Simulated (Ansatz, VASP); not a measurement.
Two plane-wave programs on AlP

```
Al P
1.0
     0.00000    2.79404    2.79404
     2.79404    0.00000    2.79404
     2.79404    2.79404    0.00000
Al P
1 1
Direct
  0.00000 0.00000 0.00000
  0.25000 0.25000 0.25000
```

Change from the starting cell: hydrostatic strain +2.0%.

Alike in both runs: task single point; functional PBE; k mesh 8 × 8 × 8; occupations fermi-dirac, width 0.02 eV; no spin polarisation.

|  | VASP | Ansatz |
| --- | --- | --- |
| version | VASP 6.6.1 | Ansatz 0.2.0 |
| potentials or method | VASP PAW PBE potentials, release 64 (Al, P) | plane waves, PAW |
| plane-wave cutoff (eV) | 500 | 420 |
| valence electrons in the cell | 8 | 8 |

|  | VASP | Ansatz | Ansatz less VASP |
| --- | --- | --- | --- |
| gap on the k mesh at the Fermi level (eV) | 1.71 | 1.71 | +0.002 |
| pressure (GPa) | -3.4 | -3.3 | +0.08 |
